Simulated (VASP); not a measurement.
Here is a VASP 6.6.1 calculation.

File INCAR:

```
SYSTEM = Ti3IO7
PREC     = Accurate       ! precision mode
ENCUT    = 520            ! plane-wave cutoff, eV
EDIFF    = 1E-6           ! SCF threshold, eV
ISMEAR   = -1             ! smearing method
SIGMA    = 0.05           ! smearing width, eV
LREAL    = .False.        ! projectors in reciprocal space
LASPH    = .True.         ! aspherical terms in the spheres
NELM     = 150            ! most SCF steps
ALGO     = Normal         ! electronic algorithm
ISIF     = 2              ! what is computed and relaxed
LWAVE    = .False.        ! write WAVECAR
LCHARG   = .False.        ! write CHGCAR
ISPIN    = 2              ! spin polarisation
MAGMOM   = 0 0.375 0.375 0.375 0.375 0.375 0.375 0 0.375 0 0.375 ! initial moments
LORBIT   = 11             ! projections on sites
LMAXMIX  = 4              ! l up to which the mixer works
GGA      = PS             ! functional
NBANDS   = 58             ! bands
NELECT   = 87.0
```

Contents of KPOINTS:

```
Automatic mesh
0
Gamma
  2 2 2
  0.5 0.5 0.5
```

File POSCAR:

```
Ti3IO7
1.0
    4.5914140000      0.0000000000      0.0000000000
    0.0000000000      4.5914140000      0.0000000000
    0.0000000000      0.0000000000      5.8777420000
Ti O I
3 7 1
Direct
    0.0122210000      0.0139490000      0.0131400000
    0.9899020000      0.0124030000      0.5136250000
    0.5428680000      0.4798370000      0.7407040000
    0.3188500000      0.3045030000      0.0000800000
    0.6905920000      0.6758760000      0.9763070000
    0.6763280000      0.6941330000      0.4976140000
    0.2074530000      0.8236710000      0.2319400000
    0.2242400000      0.7932220000      0.7498170000
    0.7990260000      0.2167530000      0.2614810000
    0.8193660000      0.2005220000      0.7411120000
    0.3083980000      0.3063360000      0.4939450000
```

Potentials or basis: VASP PAW PBE potentials, release 64 (Ti_sv, O, I).

Launch:

```console
$ cat potpaw_PBE.64/Ti_sv/POTCAR potpaw_PBE.64/O/POTCAR potpaw_PBE.64/I/POTCAR > POTCAR
$ mpirun -np 1 vasp_std > vasp.out
```

Q: What does it give for the net moment?

A: 0.00 μB per cell.

Q: Estimate the largest force.

A: 21.685 eV/Å.

Forces on the atoms (eV/Å):
```
Ti    0.869  -0.584   2.268
Ti  -11.027 -13.572  -2.792
Ti    8.590  10.682  16.803
O    -1.950  -1.691  -1.365
O     2.084   2.024  -0.002
O     1.624   1.079  -0.028
O    -1.355  -0.045   0.702
O    -1.978   1.103  -0.618
O     1.037  -1.815  -0.293
O     0.212  -0.861   1.297
I     1.895   3.679 -15.971
```

Caveat: the k points lie up to 0.68 Å⁻¹ apart; the cell carries a net charge on a neutralising background, which shifts energy and pressure; atoms lie so close that the PAW spheres overlap strongly, which falsifies energies and pressures; the PAW data sets were made with another functional, which shifts forces and pressure a little.
